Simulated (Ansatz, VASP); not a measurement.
**One calculation of Pd3S2, two programs**

The input INCAR:

```
SYSTEM = Pd3S2
PREC = Accurate
ENCUT = 600
EDIFF = 1E-7
ISMEAR = 0
SIGMA = 0.1
LREAL = .False.
LASPH = .True.
NELM = 60
ALGO = Normal
ISIF = 3
LWAVE = .False.
LCHARG = .False.
GGA = PE
IBRION = 2
NSW = 100
EDIFFG = -0.01
```

KPOINTS

```
Automatic mesh
0
Gamma
  12 12 8
  0 0 0
```

POSCAR

```
Pd3S2
1.0
    4.1808694483      0.0000000000      0.0000000000
   -2.0904347242      3.6207391521      0.0000000000
    0.0000000000      0.0000000000      5.3340991338
Pd S
3 2
Direct
    0.0000000000      0.0000000000      0.0000000000
    0.3333333333      0.6666666667      0.6542475635
    0.6666666667      0.3333333333      0.3457524365
    0.3333333333      0.6666666667      0.2051795544
    0.6666666667      0.3333333333      0.7948204456
```

Input for Ansatz:

```yaml
crystal:
  lattice:
    - [4.1808694483, 0.0, 0.0]
    - [-2.0904347242, 3.6207391521, 0.0]
    - [0.0, 0.0, 5.3340991338]
  atoms:
    - { symbol: Pd, position: [0.0, 0.0, 0.0] }
    - { symbol: Pd, position: [0.3333333333, 0.6666666667, 0.6542475635] }
    - { symbol: Pd, position: [0.6666666667, 0.3333333333, 0.3457524365] }
    - { symbol: S, position: [0.3333333333, 0.6666666667, 0.2051795544] }
    - { symbol: S, position: [0.6666666667, 0.3333333333, 0.7948204456] }
basis:
  ecutwfc: 420
kpoints:
  mp_grid: { grid: [12, 12, 8] }
hamiltonian:
  xc: pbe
scf:
  occupations: { method: gaussian, width: 0.1 }
output:
  forces: true
  stress: true
  eigenvalues: true
  write_density: true
  write_potential: true
  elf: true
  volumetric_format: npy
relax:
  adjacent_minimum: "off"
  f_tol: 0.01
  max_steps: 80
  cell: { stress_tol: 0.05 }
```

Alike in both runs: task relaxation of cell and atoms; functional PBE; k mesh 12 × 12 × 8; occupations gaussian, width 0.1 eV; no spin polarisation.

|  | VASP | Ansatz |
| --- | --- | --- |
| version | VASP 6.6.1 | Ansatz 0.2.0 |
| potentials or method | VASP PAW PBE potentials, release 64 (Pd, S), cutoff 600 eV | scalar-relativistic, plane waves, PAW |
| valence electrons in the cell | 42 | 66 |

|  | VASP | Ansatz | Ansatz less VASP |
| --- | --- | --- | --- |
| gap on the k mesh at the Fermi level, each at its own relaxed structure (eV) | none | none | - |
| relaxed volume (Å³/atom) | 16.21 | 16.24 | +0.022 |
| relaxed cell length with the largest relative difference (Å) | 5.439 | 5.447 | +0.0087 |

A gap of «none» marks a metal or a gap that the smearing closes. VASP's potentials hold 42 valence electrons a cell and Ansatz's 66, so a difference there can come from the potentials and not from the codes.
